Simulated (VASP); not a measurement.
# BeTe (F-43m) in VASP: notebook

The runs below take BeTe through single point, with r2SCAN, PBE.

All numbers are computed with VASP 6.6.1; they aren't measurements. Logs are shortened: lines on timing, memory, paths and dates and some standing lists are left out, and cuts for length are marked.

### 1 The cell of the first run

Symmetry: F-43m, No. 216, cubic system. Conventional cell: a = 5.542 Å, b = 5.542 Å, c = 5.542 Å, α = 90.00°, β = 90.00°, γ = 90.00°. Within 3.2 Å of Be (site symmetry -43m) lie 4 Te at 2.40 Å. Te (site symmetry -43m) has 4 Be at 2.40 Å within 3.2 Å.

### 2 Single point, r2SCAN (volume changed by -6%)

POSCAR reads:

```
BeTe
1.0
    0.0000000000      2.7708804085      2.7708804085
    2.7708804085      0.0000000000      2.7708804085
    2.7708804085      2.7708804085      0.0000000000
Be Te
1 1
Direct
    0.0000000000      0.0000000000      0.0000000000
    0.2500000000      0.2500000000      0.2500000000
```

INCAR.step1 reads:

```
PREC     = Accurate       # precision mode
ENCUT    = 520            # plane-wave cutoff, eV
ISMEAR   = 0              # smearing method
SIGMA    = 0.01           # smearing width, eV
LREAL    = False          # projectors in reciprocal space
LASPH    = True           # aspherical terms in the spheres
NELM     = 80             # most SCF steps
NBANDS   = 11             # bands
GGA      = PE             # functional
ALGO     = Normal         # electronic algorithm
EDIFF    = 1E-4           # SCF threshold, eV
LWAVE    = True           # write WAVECAR
LCHARG   = False          # write CHGCAR
```

INCAR.step2 reads:

```
PREC     = Accurate       # precision mode
ENCUT    = 520            # plane-wave cutoff, eV
EDIFF    = 1E-7           # SCF threshold, eV
ISMEAR   = 0              # smearing method
SIGMA    = 0.01           # smearing width, eV
LREAL    = False          # projectors in reciprocal space
LASPH    = True           # aspherical terms in the spheres
NELM     = 80             # most SCF steps
ALGO     = Normal         # electronic algorithm
ISIF     = 2              # what is computed and relaxed
LWAVE    = False          # write WAVECAR
LCHARG   = False          # write CHGCAR
METAGGA  = R2SCAN         # meta-GGA
LMIXTAU  = True         
NBANDS   = 11             # bands
ISTART   = 1
```

KPOINTS reads:

```
Automatic mesh
0
Gamma
  6 6 6
```

Potentials or basis: VASP PAW PBE potentials, release 64 (Be, Te).

Run with:

```
$ cat potpaw_PBE.64/Be/POTCAR potpaw_PBE.64/Te/POTCAR > POTCAR
$ cp INCAR.step1 INCAR
$ mpirun -np 1 vasp_std > vasp.out
$ cp INCAR.step2 INCAR
$ mpirun -np 1 vasp_std > vasp.out
```

OUTCAR:

```text
PREC = Accurate
   ENCUT = 520
   EDIFF = 1E-7
   ISMEAR = 0
   LREAL = False
   LASPH = True
   NELM = 80
   ISIF = 2
   METAGGA = R2SCAN
   ISTART = 1

 ion  position               nearest neighbor table
   1  0.000  0.000  0.000-   2 2.40   2 2.40   2 2.40   2 2.40
   2  0.250  0.250  0.250-   1 2.40   1 2.40   1 2.40   1 2.40

  LATTYP: Found a face centered cubic cell.
 ALAT       =     5.5417608170

  Lattice vectors:

 A1 = (   0.0000000000,   2.7708804085,   2.7708804085)
 A2 = (   2.7708804085,   0.0000000000,   2.7708804085)
 A3 = (   2.7708804085,   2.7708804085,   0.0000000000)

Analysis of symmetry for initial positions (statically):
=====================================================================
 Subroutine PRICEL returns:
 Original cell was already a primitive cell.

 Routine SETGRP: Setting up the symmetry group for a
 face centered cubic supercell.

 Subroutine GETGRP returns: Found 24 space group operations
 (whereof 24 operations were pure point group operations)
 out of a pool of 48 trial point group operations.

The static configuration has the point symmetry T_d .

Analysis of symmetry for dynamics (positions and initial velocities):
=====================================================================
 Subroutine PRICEL returns:
 Original cell was already a primitive cell.

 Routine SETGRP: Setting up the symmetry group for a
 face centered cubic supercell.

 Subroutine GETGRP returns: Found 24 space group operations
 (whereof 24 operations were pure point group operations)
 out of a pool of 48 trial point group operations.

The dynamic configuration has the point symmetry T_d .

 Subroutine INISYM returns: Found 24 space group operations
 (whereof 24 operations are pure point group operations),
 and found     1 'primitive' translations

----------------------------------------------------------------------------------------

                                     Primitive cell

  volume of cell :      42.5484

  direct lattice vectors                    reciprocal lattice vectors
     0.000000000  2.770880409  2.770880409    -0.180448062  0.180448062  0.180448062
     2.770880409  0.000000000  2.770880409     0.180448062 -0.180448062  0.180448062
     2.770880409  2.770880409  0.000000000     0.180448062  0.180448062 -0.180448062

  length of vectors
     3.918616653  3.918616653  3.918616653     0.312545212  0.312545212  0.312545212

  position of ions in fractional coordinates (direct lattice)
     0.000000000  0.000000000  0.000000000
     0.250000000  0.250000000  0.250000000

  ion indices of the primitive-cell ions
   primitive index   ion index
                 1           1
                 2           2

----------------------------------------------------------------------------------------

 KPOINTS: Automatic mesh

Automatic generation of k-mesh.
 Grid dimensions read from file:
 generate k-points for:    6    6    6

 Generating k-lattice:

  Cartesian coordinates                     Fractional coordinates (reciprocal lattice)
    -0.030074677  0.030074677  0.030074677     0.166666667  0.000000000  0.000000000
     0.030074677 -0.030074677  0.030074677     0.000000000  0.166666667  0.000000000
     0.030074677  0.030074677 -0.030074677     0.000000000  0.000000000  0.166666667

  Length of vectors
     0.052090869  0.052090869  0.052090869

  Shift w.r.t. Gamma in fractional coordinates (k-lattice)
     0.000000000  0.000000000  0.000000000

 Subroutine IBZKPT returns following result:
 ===========================================

 Found     16 irreducible k-points:

 Following reciprocal coordinates:
            Coordinates               Weight
  0.000000  0.000000  0.000000      1.000000
  0.166667  0.000000  0.000000      8.000000
  0.333333  0.000000  0.000000      8.000000
  0.500000  0.000000  0.000000      4.000000
  0.166667  0.166667  0.000000      6.000000
  0.333333  0.166667  0.000000     24.000000
[... 8 lines left out ...]
 -0.333333  0.333333  0.166667     24.000000
 -0.333333  0.500000  0.166667     12.000000
   k-points           NKPTS =     16   k-points in BZ     NKDIM =     16   number of bands    NBANDS=     11
   number of dos      NEDOS =    301   number of ions     NIONS =      2
   total plane-waves  NPLWV =  27000
   dimension x,y,z NGX =    30 NGY =   30 NGZ =   30
   dimension x,y,z NGXF=    60 NGYF=   60 NGZF=   60
   ions per type =               1   1
   NGX,Y,Z   is equivalent  to a cutoff of  12.73, 12.73, 12.73 a.u.
   NGXF,Y,Z  is equivalent  to a cutoff of  25.45, 25.45, 25.45 a.u.
 SYSTEM =  unknown system
   PREC   = accura    normal or accurate (medium, high low for compatibility)
   ISTART =      1    job   : 0-new  1-cont  2-samecut
   ICHARG =      0    charge: 1-file 2-atom 10-const
   ISPIN  =      1    spin polarized calculation?
   LNONCOLLINEAR =      F non collinear calculations
   LSORBIT =      F    spin-orbit coupling
   LASPH  =      T    aspherical Exc in radial PAW
   ENCUT  =  520.0 eV  38.22 Ry    6.18 a.u.   7.29  7.29  7.29*2*pi/ulx,y,z
   NELM   =     80;   NELMIN=  2; NELMDL=  0     # of ELM steps
   EDIFF  = 0.1E-06   stopping-criterion for ELM
   LREAL  =      F    real-space projection
   EDIFFG = 0.1E-05   stopping-criterion for IOM
   NSW    =      0    number of steps for IOM
   IBRION =     -1    ionic relax: 0-MD 1-quasi-New 2-CG
   NFREE  =      0    steps in history (QN), initial steepest desc. (CG)
   ISIF   =      2    stress and relaxation
   ISYM   =      2    0-nonsym 1-usesym 2-fastsym
   POTIM  = 0.5000    time-step for ionic-motion
   TEBEG  =    0.0;   TEEND  =   0.0 temperature during run
   PSTRESS=    0.0 pullay stress
   NELECT =       8.0000    total number of electrons
   NUPDOWN=      -1.0000    fix difference up-down
   EMIN   =  10.00;   EMAX   =-10.00  energy-range for DOS
   EFERMI =   0.00;   METHOD = LEGACY
   ISMEAR =     0;   SIGMA  =   0.01  broadening in eV -4-tet -1-fermi 0-gaus
   EFERMI_NEDOS =   21; number of points for ismear=-14 and -15
   IALGO  =     38    algorithm
   IMIX   =      4    mixing-type and parameters
     AMIX     =   0.40;   BMIX     =  1.00
     AMIX_MAG =   1.60;   BMIX_MAG =  1.00
  volume/ion in A,a.u.               =      21.27       143.57
  Fermi-wavevector in a.u.,A,eV,Ry     =   0.937872  1.772322 11.967745  0.879604
  Thomas-Fermi vector in A             =   2.065027
   LORBIT       =      0    0 simple, 1 ext, 2 COOP (PROOUT), +10 PAW based schemes
   METAGGA = R2SCAN    functional components
   LHFCALC =     F    Hartree Fock is set to
   AEXX    =    0.0000 exact exchange contribution
   IVDW    =     0    specifies the selected vdW correction
   LEPSILON=     F    determine dielectric tensor
   LRPA    =     F    only Hartree local field effects (RPA)
 non-spin polarized calculation
 Gauss-broadening in eV      SIGMA  =   0.01
  energy-cutoff  :      520.00
  volume of cell :       42.55
 maximum number of plane-waves:      1167
 NGX is ok and might be reduce to    30
   NGX = 15   NGY = 15   NGZ = 15

 number of electron       8.0000000 magnetization

 Free energy of the ion-electron system (eV)
  ---------------------------------------------------
  ext. energy  EPLUGINS =         0.00000000
  ---------------------------------------------------
  free energy    TOTEN  =       -30.64214401 eV

  energy without entropy =      -30.64214401  energy(sigma->0) =      -30.64214401

 E-fermi :   5.6269     XC(G=0):  -9.6823

 val. band max:        5.5053460995   @ k =   0.0000   0.0000   0.0000
 cond. band min:       7.7135898867   @ k =   0.5000   0.5000   0.0000
 fundamental gap:      2.2082437872
 Fermi energy:         5.6268730987

 k-point     1 :       0.0000    0.0000    0.0000
  band No.  band energies     occupation
      1      -7.6313      2.00000
      2       5.5053      2.00000
      3       5.5053      2.00000
      4       5.5053      2.00000
      5       9.4642      0.00000
      6       9.4642      0.00000
      7       9.4642      0.00000
      8      10.4044      0.00000
      9      14.6303      0.00000
     10      16.3434      0.00000
     11      16.3434      0.00000

 k-point     2 :       0.1667    0.0000    0.0000
  band No.  band energies     occupation
      1      -7.3357      2.00000
      2       3.3697      2.00000
      3       5.0823      2.00000
      4       5.0823      2.00000
      5       9.5470      0.00000
      6      10.0677      0.00000
      7      10.0677      0.00000
      8      12.2479      0.00000
      9      15.1477      0.00000
     10      15.1477      0.00000
     11      15.2909      0.00000

 k-point     3 :       0.3333    0.0000    0.0000
  band No.  band energies     occupation
      1      -6.5841      2.00000
      2       0.6421      2.00000
      3       4.4802      2.00000
      4       4.4802      2.00000
      5       9.2969      0.00000
      6      10.5401      0.00000
      7      10.5401      0.00000
      8      14.0483      0.00000
      9      15.7817      0.00000
     10      15.7817      0.00000
     11      15.8807      0.00000

 k-point     4 :       0.5000    0.0000    0.0000
  band No.  band energies     occupation
      1      -6.0576      2.00000
      2      -0.5934      2.00000
      3       4.2439      2.00000
      4       4.2439      2.00000
      5       9.1926      0.00000
      6      10.4835      0.00000
      7      10.4835      0.00000
      8      13.9631      0.00000
      9      17.5286      0.00000
     10      17.9808      0.00000
     11      17.9808      0.00000
[... 127 lines left out ...]
 k-point    14 :       0.5000    0.3333    0.1667
  band No.  band energies     occupation
      1      -6.0067      2.00000
      2       0.7225      2.00000
      3       2.1255      2.00000
      4       3.3016      2.00000
      5       9.8780      0.00000
      6      10.8842      0.00000
      7      11.3917      0.00000
      8      14.0725      0.00000
      9      16.4821      0.00000
     10      16.9156      0.00000
     11      19.4851      0.00000

 k-point    15 :      -0.3333    0.3333    0.1667
  band No.  band energies     occupation
      1      -5.6089      2.00000
      2       0.1785      2.00000
      3       1.6615      2.00000
      4       2.8301      2.00000
      5      10.3881      0.00000
      6      10.7651      0.00000
      7      13.1632      0.00000
      8      13.4642      0.00000
      9      14.9722      0.00000
     10      18.4354      0.00000
     11      19.3745      0.00000

 k-point    16 :      -0.3333    0.5000    0.1667
  band No.  band energies     occupation
      1      -5.4372      2.00000
      2       0.2515      2.00000
      3       1.7497      2.00000
      4       2.0835      2.00000
      5       9.6102      0.00000
      6      10.1699      0.00000
      7      13.6751      0.00000
      8      13.9056      0.00000
      9      17.4800      0.00000
     10      18.6030      0.00000
     11      19.4241      0.00000

------------------------ aborting loop because EDIFF is reached ----------------------------------------

  FORCE on cell =-STRESS in cart. coord.  units (eV):
  Direction    XX          YY          ZZ          XY          YZ          ZX
  --------------------------------------------------------------------------------------
  -------------------------------------------------------------------------------------
  Total        1.1754681      1.1754681      1.1754681      0.0000000      0.0000000      0.0000000
  in kB       44.2627202     44.2627202     44.2627202      0.0000000      0.0000000      0.0000000
  external PRESSURE =      44.2627202 kB  Pullay stress =       0.0000000 kB

 VOLUME and BASIS-vectors are now :
 -----------------------------------------------------------------------------
  energy-cutoff  :      520.00
  volume of cell :       42.55
      direct lattice vectors                 reciprocal lattice vectors
     0.000000000  2.770880409  2.770880409    -0.180448062  0.180448062  0.180448062
     2.770880409  0.000000000  2.770880409     0.180448062 -0.180448062  0.180448062
     2.770880409  2.770880409  0.000000000     0.180448062  0.180448062 -0.180448062

 POSITION                                       TOTAL-FORCE (eV/Angst)
 -----------------------------------------------------------------------------------
      0.00000      0.00000      0.00000         0.000000      0.000000      0.000000
      1.38544      1.38544      1.38544        -0.000000     -0.000000     -0.000000
 -----------------------------------------------------------------------------------
    total drift:                                0.000000      0.000000      0.000000

  FREE ENERGIE OF THE ION-ELECTRON SYSTEM (eV)
  ---------------------------------------------------
  free  energy   TOTEN  =       -30.6421440107 eV

  energy  without entropy=      -30.6421440107  energy(sigma->0) =      -30.64214401
```

Run time: 38 s. Hardware: 1 thread of Intel Xeon Platinum 8375C at 2.90GHz (Ice Lake), shared host; peak memory 0.17 GiB.

Results:

```
Free energy            : -30.6421 eV
Pressure               : 4.4 GPa
Band gap on the k mesh : 2.21 eV, indirect (least direct gap 3.96 eV)
```

Levels at points of the mesh, in eV from the valence-band top:
```tsv
k point	band 1	band 2	band 3	band 4	band 5	band 6	band 7	band 8
(0.00, 0.00, 0.00)	-13.14	0.00	0.00	0.00	3.96	3.96	3.96	4.90
(0.50, 0.00, 0.00)	-11.56	-6.10	-1.26	-1.26	3.69	4.98	4.98	8.46
(0.50, 0.50, 0.00)	-10.97	-5.63	-2.94	-2.94	2.21	2.91	10.89	10.89
```

Caveat: the cell differs from its parent crystal (volume changed by -6%); the PAW data sets were made with another functional, which shifts forces and pressure a little; spin-orbit coupling is left out, which moves the levels of the heavy elements.

### 3 Single point, r2SCAN (volume changed by -3%)

POSCAR reads:

```
BeTe
1.0
    0.0000000000      2.8000497143      2.8000497143
    2.8000497143      0.0000000000      2.8000497143
    2.8000497143      2.8000497143      0.0000000000
Be Te
1 1
Direct
    0.0000000000      0.0000000000      0.0000000000
    0.2500000000      0.2500000000      0.2500000000
```

INCAR.step1 reads:

```
PREC = Accurate
ENCUT = 520
ISMEAR = 0
SIGMA = 0.01
LREAL = False
LASPH = True
NELM = 60
NBANDS = 11
GGA = PE
ALGO = Normal
EDIFF = 1E-4
LWAVE = True
LCHARG = False
```

INCAR.step2 reads:

```
PREC = Accurate
ENCUT = 520
EDIFF = 1E-6
ISMEAR = 0
SIGMA = 0.01
LREAL = False
LASPH = True
NELM = 60
ALGO = Normal
ISIF = 2
LWAVE = False
LCHARG = False
METAGGA = R2SCAN
LMIXTAU = True
NBANDS = 11
ISTART = 1
```

KPOINTS reads:

```
regular mesh
0
Gamma
  6 6 6
```

Potentials or basis: VASP PAW PBE potentials, release 64 (Be, Te).

Run with:

```
$ cat potpaw_PBE.64/Be/POTCAR potpaw_PBE.64/Te/POTCAR > POTCAR
$ cp INCAR.step1 INCAR
$ mpirun -np 1 vasp_std > vasp.out
$ cp INCAR.step2 INCAR
$ mpirun -np 1 vasp_std > vasp.out
```

Run time: 33 s. Hardware: 1 thread of Intel Xeon Platinum 8375C at 2.90GHz (Ice Lake), shared host; peak memory 0.17 GiB.

It converged, with:

```yaml
Free_energy: -30.6699 eV
Pressure: 2.2 GPa
Band_gap_on_the_k_mesh: 2.29 eV, indirect (least direct gap 4.00 eV)
```

Levels at points of the mesh, in eV from the valence-band top:
```tsv
k point	band 1	band 2	band 3	band 4	band 5	band 6	band 7	band 8	band 9
(0.00, 0.00, 0.00)	-12.91	0.00	0.00	0.00	4.00	4.00	4.00	4.65	9.07
(0.50, 0.00, 0.00)	-11.42	-5.88	-1.20	-1.20	3.60	5.00	5.00	8.47	11.86
(0.50, 0.50, 0.00)	-10.87	-5.44	-2.81	-2.81	2.29	2.96	10.68	10.68	12.64
```

Caveat: the cell differs from its parent crystal (volume changed by -3%); the PAW data sets were made with another functional, which shifts forces and pressure a little; spin-orbit coupling is left out, which moves the levels of the heavy elements.

### 4 Single point, PBE

This run uses another cell than the first one, of 22.63 Å³/atom, 1.064 times its volume.

INCAR reads:

```
PREC     = Accurate       # precision mode
ENCUT    = 520            # plane-wave cutoff, eV
EDIFF    = 1E-7           # SCF threshold, eV
ISMEAR   = 0              # smearing method
SIGMA    = 0.01           # smearing width, eV
LREAL    = False          # projectors in reciprocal space
LASPH    = True           # aspherical terms in the spheres
NELM     = 60             # most SCF steps
ALGO     = Normal         # electronic algorithm
ISIF     = 2              # what is computed and relaxed
LWAVE    = False          # write WAVECAR
LCHARG   = True           # write CHGCAR
GGA      = PE             # functional
LELF     = True           # ELF
LVHAR    = True         
NBANDS   = 11             # bands
```

KPOINTS reads:

```
regular mesh
0
Gamma
  8 8 8
```

POSCAR reads:

```
BeTe
1.0
    0.0000000000      2.8286236236      2.8286236236
    2.8286236236      0.0000000000      2.8286236236
    2.8286236236      2.8286236236      0.0000000000
Be Te
1 1
Direct
    0.0000000000      0.0000000000      0.0000000000
    0.2500000000      0.2500000000      0.2500000000
```

Run with:

```
$ cat potpaw_PBE.64/Be/POTCAR potpaw_PBE.64/Te/POTCAR > POTCAR
$ mpirun -np 1 vasp_std > vasp.out
```

It took 18 s on 1 thread of Intel Xeon Platinum 8375C at 2.90GHz (Ice Lake), shared host; peak memory 0.17 GiB.

The run converged. Its results:

| Property | Result |
| --- | --- |
| Free energy | -7.6242 eV |
| Pressure | 0.3 GPa |
| Band gap on the k mesh | 2.01 eV, indirect (least direct gap 3.62 eV) |

Levels at points of the mesh, in eV from the valence-band top:
| k point | band 1 | band 2 | band 3 | band 4 | band 5 | band 6 | band 7 | band 8 |
| --- | --- | --- | --- | --- | --- | --- | --- | --- |
| (0.00, 0.00, 0.00) | -12.21 | 0.00 | 0.00 | 0.00 | 3.62 | 3.62 | 3.62 | 3.72 |
| (0.50, 0.00, 0.00) | -10.90 | -5.46 | -1.11 | -1.11 | 3.04 | 4.60 | 4.60 | 7.82 |
| (0.50, 0.50, 0.00) | -10.42 | -5.04 | -2.59 | -2.59 | 2.01 | 2.68 | 9.62 | 9.62 |

Caveat: spin-orbit coupling is left out, which moves the levels of the heavy elements. A k mesh can miss the band edges.

### 5 Single point, r2SCAN

This run uses another cell than the first one, of 22.63 Å³/atom, 1.064 times its volume.

POSCAR is that of step 4.

INCAR.step1 reads:

```
SYSTEM = BeTe
ALGO = Normal
EDIFF = 1E-4
ENCUT = 520
GGA = PE
ISMEAR = 0
LASPH = .True.
LCHARG = .False.
LREAL = .False.
LWAVE = .True.
NBANDS = 11
NELM = 100
PREC = Accurate
SIGMA = 0.01
```

INCAR.step2 reads:

```
SYSTEM = BeTe
ALGO = Normal
EDIFF = 1E-7
ENCUT = 520
ISIF = 2
ISMEAR = 0
ISTART = 1
LASPH = .True.
LCHARG = .False.
LMIXTAU = .True.
LREAL = .False.
LWAVE = .False.
METAGGA = R2SCAN
NBANDS = 11
NELM = 100
PREC = Accurate
SIGMA = 0.01
```

KPOINTS reads:

```
k-points
0
Gamma
  6 6 6
  0 0 0
```

Run with:

```
$ cat potpaw_PBE.64/Be/POTCAR potpaw_PBE.64/Te/POTCAR > POTCAR
$ cp INCAR.step1 INCAR
$ mpirun -np 1 vasp_std > vasp.out
$ cp INCAR.step2 INCAR
$ mpirun -np 1 vasp_std > vasp.out
```

Run time: 35 s. Hardware: 1 thread of Intel Xeon Platinum 8375C at 2.90GHz (Ice Lake), shared host; peak memory 0.17 GiB.

It converged, with:

```
Free energy            : -30.6799 eV
Pressure               : 0.2 GPa
Band gap on the k mesh : 2.37 eV, indirect (least direct gap 4.03 eV)
```

Levels at points of the mesh, in eV from the valence-band top:
```
           k point  band 1  band 2  band 3  band 4  band 5  band 6  band 7  band 8  band 9
(0.00, 0.00, 0.00)  -12.69    0.00    0.00    0.00    4.03    4.03    4.03    4.40    9.01
(0.50, 0.00, 0.00)  -11.29   -5.68   -1.15   -1.15    3.51    5.02    5.02    8.47   11.71
(0.50, 0.50, 0.00)  -10.77   -5.27   -2.69   -2.69    2.37    3.01   10.48   10.48   12.44
```

Caveat: the PAW data sets were made with another functional, which shifts forces and pressure a little; spin-orbit coupling is left out, which moves the levels of the heavy elements. A k mesh can miss the band edges.

(Part 1 of 2 ends here.)
